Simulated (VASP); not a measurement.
# Hf2ZrC3 (C2/m) in VASP: relaxation of cell and atoms with PBE

Aim: the relaxation of cell and atoms of Hf2ZrC3 with PBE.

Everything below comes from runs of VASP 6.6.1. Logs are shortened: lines on timing, memory, paths and dates and some standing lists are left out, and cuts for length are marked.

## 1. The cell of the first run

Symmetry: C2/m, No. 12, monoclinic system. The conventional cell has a = 5.832 Å, b = 10.102 Å, c = 5.832 Å, α = 90.00°, β = 109.47°, γ = 90.00°. Zr (site symmetry 2) has 6 C at 2.38 Å within 3.1 Å. Within 3.1 Å of Hf (site symmetry 2/m) lie 6 C at 2.38 Å. Hf (site symmetry 2/m) has 6 C at 2.38 Å within 3.1 Å. Within 3.1 Å of Hf (site symmetry 2) lie 6 C at 2.38 Å. Within 3.1 Å of C (site symmetry m) lie 4 Hf at 2.38 Å and 2 Zr at 2.38 Å. Within 3.1 Å of C (site symmetry 1) lie 4 Hf at 2.38 Å and 2 Zr at 2.38 Å.

## 2. Relaxation of cell and atoms, PBE

INCAR

```
SYSTEM = Hf2ZrC3
PREC = Accurate
ENCUT = 600
EDIFF = 1E-7
ISMEAR = 0
SIGMA = 0.2
LREAL = .False.
LASPH = .True.
NELM = 100
ALGO = Normal
ISIF = 3
LWAVE = .False.
LCHARG = .False.
GGA = PE
IBRION = 2
NSW = 36
EDIFFG = -0.08
```

KPOINTS

```
Automatic mesh
0
Gamma
  4 4 3
  0 0 0
```

POSCAR

```
Hf2ZrC3
1.0
    2.9162356200     -5.0510630900      0.0000000000
    2.9162356200      5.0510630900      0.0000000000
   -1.9440399300      0.0000000000      5.4989480300
Zr Hf C
2 4 6
Direct
    0.8333000000      0.1667000000      0.0000000000
    0.1667000000      0.8333000000      0.0000000000
    0.5000000000      0.5000000000      0.0000000000
    0.0000000000      0.0000000000      0.5000000000
    0.3333000000      0.6667000000      0.5000000000
    0.6667000000      0.3333000000      0.5000000000
    0.2500000000      0.2500000000      0.2500000000
    0.7500000000      0.7500000000      0.7500000000
    0.4167000000      0.0833000000      0.7500000000
    0.9167000000      0.5833000000      0.2500000000
    0.5833000000      0.9167000000      0.2500000000
    0.0833000000      0.4167000000      0.7500000000
```

Potentials or basis: VASP PAW PBE potentials, release 64 (Zr_sv, Hf_pv, C).

On the command line:

```bash
cat potpaw_PBE.64/Zr_sv/POTCAR potpaw_PBE.64/Hf_pv/POTCAR potpaw_PBE.64/C/POTCAR > POTCAR
mpirun -np 1 vasp_std > vasp.out
```

OUTCAR:

```text
SYSTEM = Hf2ZrC3
   PREC = Accurate
   ENCUT = 600
   EDIFF = 1E-7
   ISMEAR = 0
   LREAL = .False.
   LASPH = .True.
   NELM = 100
   ISIF = 3
   GGA = PE
   IBRION = 2
   NSW = 36
   EDIFFG = -0.08

 ion  position               nearest neighbor table
   1  0.833  0.167  0.000-   9 2.38  10 2.38  11 2.38  12 2.38   7 2.38   8 2.38   3 3.37   6 3.37
                             6 3.37   2 3.37   2 3.37   5 3.37   5 3.37   4 3.37   4 3.37   3 3.37
   2  0.167  0.833  0.000-  11 2.38  12 2.38   9 2.38  10 2.38   7 2.38   8 2.38   3 3.37   5 3.37
                             5 3.37   1 3.37   1 3.37   6 3.37   6 3.37   4 3.37   4 3.37   3 3.37
   3  0.500  0.500  0.000-   7 2.38   8 2.38   9 2.38  10 2.38  11 2.38  12 2.38   1 3.37   2 3.37
                             4 3.37   4 3.37   6 3.37   5 3.37   6 3.37   5 3.37   2 3.37   2 3.37
   4  0.000  0.000  0.500-   7 2.38   8 2.38   9 2.38  10 2.38  11 2.38  12 2.38   5 3.37   6 3.37
                             3 3.37   3 3.37   1 3.37   1 3.37   2 3.37   2 3.37   6 3.37   6 3.37
   5  0.333  0.667  0.500-   9 2.38  10 2.38  11 2.38  12 2.38   7 2.38   8 2.38   4 3.37   2 3.37
                             2 3.37   6 3.37   6 3.37   1 3.37   1 3.37   3 3.37   3 3.37   4 3.37
   6  0.667  0.333  0.500-  11 2.38  12 2.38   9 2.38  10 2.38   7 2.38   8 2.38   4 3.37   1 3.37
                             1 3.37   5 3.37   5 3.37   2 3.37   2 3.37   3 3.37   3 3.37   4 3.37
   7  0.250  0.250  0.250-   3 2.38   4 2.38   1 2.38   2 2.38   5 2.38   6 2.38
   8  0.750  0.750  0.750-   3 2.38   4 2.38   1 2.38   2 2.38   5 2.38   6 2.38
   9  0.417  0.083  0.750-   1 2.38   5 2.38   2 2.38   6 2.38   3 2.38   4 2.38
  10  0.917  0.583  0.250-   1 2.38   5 2.38   2 2.38   6 2.38   3 2.38   4 2.38
  11  0.583  0.917  0.250-   2 2.38   6 2.38   5 2.38   1 2.38   3 2.38   4 2.38
  12  0.083  0.417  0.750-   2 2.38   6 2.38   5 2.38   1 2.38   3 2.38   4 2.38

  LATTYP: Found a base centered monoclinic cell.
 ALAT       =     5.8324712400
 B/A-ratio  =     1.7320490345
 C/A-ratio  =     0.9999999988
 COS(beta)  =    -0.3333132479

  Lattice vectors:

 A1 = (   2.9162356200,  -5.0510630900,   0.0000000000)
 A2 = (   2.9162356200,   5.0510630900,   0.0000000000)
 A3 = (  -1.9440399300,   0.0000000000,   5.4989480300)

Analysis of symmetry for initial positions (statically):
=====================================================================
 Subroutine PRICEL returns:
 Original cell was already a primitive cell.

 Routine SETGRP: Setting up the symmetry group for a
 base centered monoclinic supercell.

 Subroutine GETGRP returns: Found  4 space group operations
 (whereof  4 operations were pure point group operations)
 out of a pool of  4 trial point group operations.

The static configuration has the point symmetry C_2h.

Analysis of symmetry for dynamics (positions and initial velocities):
=====================================================================
 Subroutine PRICEL returns:
 Original cell was already a primitive cell.

 Routine SETGRP: Setting up the symmetry group for a
 base centered monoclinic supercell.

 Subroutine GETGRP returns: Found  4 space group operations
 (whereof  4 operations were pure point group operations)
 out of a pool of  4 trial point group operations.

The dynamic configuration has the point symmetry C_2h.

 Subroutine INISYM returns: Found  4 space group operations
 (whereof  4 operations are pure point group operations),
 and found     1 'primitive' translations

----------------------------------------------------------------------------------------

                                     Primitive cell

  volume of cell :     162.0000

  direct lattice vectors                    reciprocal lattice vectors
     2.916235620 -5.051063090  0.000000000     0.171453910 -0.098989063  0.060614002
     2.916235620  5.051063090  0.000000000     0.171453910  0.098989063  0.060614002
    -1.944039930  0.000000000  5.498948030     0.000000000  0.000000000  0.181852964

  length of vectors
     5.832466762  5.832466762  5.832471233     0.207049113  0.207049113  0.181852964

  position of ions in fractional coordinates (direct lattice)
     0.833300000  0.166700000  0.000000000
     0.166700000  0.833300000  0.000000000
     0.500000000  0.500000000  0.000000000
     0.000000000  0.000000000  0.500000000
     0.333300000  0.666700000  0.500000000
     0.666700000  0.333300000  0.500000000
     0.250000000  0.250000000  0.250000000
     0.750000000  0.750000000  0.750000000
     0.416700000  0.083300000  0.750000000
     0.916700000  0.583300000  0.250000000
     0.583300000  0.916700000  0.250000000
     0.083300000  0.416700000  0.750000000

  ion indices of the primitive-cell ions
   primitive index   ion index
                 1           1
                 2           2
                 3           3
                 4           4
                 5           5
                 6           6
                 7           7
                 8           8
                 9           9
                10          10
                11          11
                12          12

----------------------------------------------------------------------------------------

 KPOINTS: Automatic mesh

Automatic generation of k-mesh.
 Grid dimensions read from file:
 generate k-points for:    4    4    3

 Generating k-lattice:

  Cartesian coordinates                     Fractional coordinates (reciprocal lattice)
     0.042863478 -0.024747266  0.015153501     0.250000000  0.000000000  0.000000000
     0.042863478  0.024747266  0.015153501     0.000000000  0.250000000  0.000000000
     0.000000000  0.000000000  0.060617655     0.000000000  0.000000000  0.333333333

  Length of vectors
     0.051762278  0.051762278  0.060617655

  Shift w.r.t. Gamma in fractional coordinates (k-lattice)
     0.000000000  0.000000000  0.000000000

 Subroutine IBZKPT returns following result:
 ===========================================

 Found     17 irreducible k-points:

 Following reciprocal coordinates:
            Coordinates               Weight
  0.000000  0.000000  0.000000      1.000000
  0.250000  0.000000 -0.000000      4.000000
  0.500000  0.000000 -0.000000      2.000000
  0.250000  0.250000 -0.000000      2.000000
  0.500000  0.250000 -0.000000      4.000000
 -0.250000  0.250000  0.000000      2.000000
[... 9 lines left out ...]
 -0.250000  0.500000  0.333333      4.000000
 -0.250000 -0.250000  0.333333      2.000000
   k-points           NKPTS =     17   k-points in BZ     NKDIM =     17   number of bands    NBANDS=     52
   number of dos      NEDOS =    301   number of ions     NIONS =     12
   total plane-waves  NPLWV = 110592
   dimension x,y,z NGX =    48 NGY =   48 NGZ =   48
   dimension x,y,z NGXF=    96 NGYF=   96 NGZF=   96
   ions per type =               2   4   6
   NGX,Y,Z   is equivalent  to a cutoff of  13.68, 13.68, 13.68 a.u.
   NGXF,Y,Z  is equivalent  to a cutoff of  27.36, 27.36, 27.36 a.u.
 SYSTEM =  Hf2ZrC3
   PREC   = accura    normal or accurate (medium, high low for compatibility)
   ISTART =      0    job   : 0-new  1-cont  2-samecut
   ICHARG =      2    charge: 1-file 2-atom 10-const
   ISPIN  =      1    spin polarized calculation?
   LNONCOLLINEAR =      F non collinear calculations
   LSORBIT =      F    spin-orbit coupling
   LASPH  =      T    aspherical Exc in radial PAW
   ENCUT  =  600.0 eV  44.10 Ry    6.64 a.u.  11.65 11.65 11.65*2*pi/ulx,y,z
   NELM   =    100;   NELMIN=  2; NELMDL= -5     # of ELM steps
   EDIFF  = 0.1E-06   stopping-criterion for ELM
   LREAL  =      F    real-space projection
   EDIFFG = -.8E-01   stopping-criterion for IOM
   NSW    =     36    number of steps for IOM
   IBRION =      2    ionic relax: 0-MD 1-quasi-New 2-CG
   NFREE  =      1    steps in history (QN), initial steepest desc. (CG)
   ISIF   =      3    stress and relaxation
   ISYM   =      2    0-nonsym 1-usesym 2-fastsym
   POTIM  = 0.5000    time-step for ionic-motion
   TEBEG  =    0.0;   TEEND  =   0.0 temperature during run
   PSTRESS=    0.0 pullay stress
   NELECT =      88.0000    total number of electrons
   NUPDOWN=      -1.0000    fix difference up-down
   EMIN   =  10.00;   EMAX   =-10.00  energy-range for DOS
   EFERMI =   0.00;   METHOD = LEGACY
   ISMEAR =     0;   SIGMA  =   0.20  broadening in eV -4-tet -1-fermi 0-gaus
   EFERMI_NEDOS =   21; number of points for ismear=-14 and -15
   IALGO  =     38    algorithm
   IMIX   =      4    mixing-type and parameters
     AMIX     =   0.40;   BMIX     =  1.00
     AMIX_MAG =   1.60;   BMIX_MAG =  1.00
  volume/ion in A,a.u.               =      13.50        91.10
  Fermi-wavevector in a.u.,A,eV,Ry     =   1.335767  2.524234 24.276515  1.784274
  Thomas-Fermi vector in A             =   2.464446
   LORBIT       =      0    0 simple, 1 ext, 2 COOP (PROOUT), +10 PAW based schemes
   GGA     = PE    functional components
   LHFCALC =     F    Hartree Fock is set to
   AEXX    =    0.0000 exact exchange contribution
   IVDW    =     0    specifies the selected vdW correction
   LEPSILON=     F    determine dielectric tensor
   LRPA    =     F    only Hartree local field effects (RPA)
 conjugate gradient relaxation of ions
 non-spin polarized calculation
 Gauss-broadening in eV      SIGMA  =   0.20
  energy-cutoff  :      600.00
  volume of cell :      162.00
 maximum number of plane-waves:      5434
 NGX is ok and might be reduce to    48
   NGX = 23   NGY = 23   NGZ = 23

--------------------------------------- Ionic step        1  -------------------------------------------

 number of electron      88.0000009 magnetization

 Free energy of the ion-electron system (eV)
  ---------------------------------------------------
  ext. energy  EPLUGINS =         0.00000000
  ---------------------------------------------------
  free energy    TOTEN  =      -122.72493076 eV

  energy without entropy =     -122.69348830  energy(sigma->0) =     -122.70920953

------------------------ aborting loop because EDIFF is reached ----------------------------------------

  FORCE on cell =-STRESS in cart. coord.  units (eV):
  Direction    XX          YY          ZZ          XY          YZ          ZX
  --------------------------------------------------------------------------------------
  -------------------------------------------------------------------------------------
  Total      -12.6224420    -12.6528365    -12.9043441      0.0000000      0.0000000     -0.0799681
  in kB     -124.8357432   -125.1363447   -127.6237507      0.0000000      0.0000000     -0.7908827
  external PRESSURE =    -125.8652795 kB  Pullay stress =       0.0000000 kB
[... 215 lines left out ...]
  energy  without entropy=     -123.1021487616  energy(sigma->0) =     -123.11597588

--------------------------------------- Ionic step        6  -------------------------------------------

 number of electron      87.9999994 magnetization

 Free energy of the ion-electron system (eV)
  ---------------------------------------------------
  ext. energy  EPLUGINS =         0.00000000
  ---------------------------------------------------
  free energy    TOTEN  =      -123.13707735 eV

  energy without entropy =     -123.10956509  energy(sigma->0) =     -123.12332122

 E-fermi :   7.1207     XC(G=0): -12.2429

 val. band max:        7.0591767239   @ k =  -0.2500   0.5000   0.3333
 cond. band min:       7.1627280854   @ k =   0.5000   0.5000  -0.0000
 fundamental gap:      0.1035513616
 Fermi energy:         7.1206721600

 k-point     1 :       0.0000    0.0000    0.0000
  band No.  band energies     occupation
      1     -40.8284      2.00000
      2     -40.7728      2.00000
      3     -22.8817      2.00000
      4     -22.7470      2.00000
      5     -22.7334      2.00000
      6     -22.7161      2.00000
[... 963 lines left out ...]
  FREE ENERGIE OF THE ION-ELECTRON SYSTEM (eV)
  ---------------------------------------------------
  free  energy   TOTEN  =      -123.1370773536 eV

  energy  without entropy=     -123.1095650867  energy(sigma->0) =     -123.12332122

 reached required accuracy - stopping structural energy minimisation
```

It took 14 min on 1 thread of Intel Xeon Platinum 8259CL at 2.50GHz (Skylake/Cascade Lake), shared host; peak memory 0.44 GiB.

What came out:

```yaml
Free_energy: -123.1371 eV
Relaxed_volume: 12.68 Å³/atom
Relaxed_cell: a = 5.715 Å, b = 5.715 Å, c = 5.711 Å, α = 99.63°, β = 99.63°, γ = 120.00°
Space_group_after_relaxing_to_0.05_Å: C2/m (No. 12)
Energy_gained_by_relaxing: 34.3 meV/atom
Ionic_steps: 6
Pressure_after_relaxing: 0.3 GPa
Largest_force_after_relaxing: 0.038 eV/Å
Band_gap_on_the_k_mesh: zero (band 44 reaches 8.19 eV, above the bottom of band 45 at 7.06 eV)
```

Forces on the atoms (eV/Å):
```
Zr   0.000 -0.001  0.000
Zr   0.000  0.001  0.000
Hf   0.000  0.000  0.000
Hf   0.000  0.000  0.000
Hf   0.000  0.014  0.000
Hf   0.000 -0.014  0.000
C    0.032  0.000  0.016
C   -0.032  0.000 -0.016
C    0.016  0.029 -0.019
C   -0.016  0.029  0.019
C   -0.016 -0.029  0.019
C    0.016 -0.029 -0.019
```

Step by step:
```csv
step,energy change (eV),largest force (eV/Å),pressure (GPa),volume (Å³)
1,0.0000,0.2959,-12.59,162.00
2,0.6936,0.0385,27.42,138.38
3,-0.4047,0.2236,-0.26,152.58
4,-0.4050,0.2213,0.09,152.35
5,-0.4049,0.2193,0.38,152.16
6,-0.4121,0.0378,0.32,152.21
```

Final structure:
```
CELL_PARAMETERS angstrom
2.85732 -4.94886 -0.00143
2.85732 4.94886 -0.00143
-1.90746 0.00000 5.38285
ATOMIC_POSITIONS crystal
Zr 0.83340 0.16660 0.00000
Zr 0.16660 0.83340 0.00000
Hf 0.50000 0.50000 0.00000
Hf 0.00000 0.00000 0.50000
Hf 0.33327 0.66673 0.50000
Hf 0.66673 0.33327 0.50000
C 0.25219 0.25219 0.25210
C 0.74781 0.74781 0.74790
C 0.41593 0.08406 0.74777
C 0.91594 0.58407 0.25223
C 0.58407 0.91594 0.25223
C 0.08406 0.41593 0.74777
```

Levels at points of the mesh, in eV from the Fermi level:
| k point | band 42 | band 43 | band 44 | band 45 | band 46 | band 47 |
| --- | --- | --- | --- | --- | --- | --- |
| (0.00, 0.00, 0.00) | 1.06 | 1.06 | 1.07 | 1.36 | 1.37 | 1.38 |
| (0.50, 0.00, 0.00) | -1.68 | -1.47 | -1.46 | 1.71 | 1.78 | 1.88 |
| (0.50, 0.50, 0.00) | -1.57 | -1.54 | 0.04 | 0.06 | 2.35 | 2.51 |

Caveat: the k points lie up to 0.39 Å⁻¹ apart in the final cell; spin-orbit coupling is left out, which moves the levels of the heavy elements; the relaxation stopped at a loose force limit of 0.08 eV/Å, so its end isn't a converged minimum.
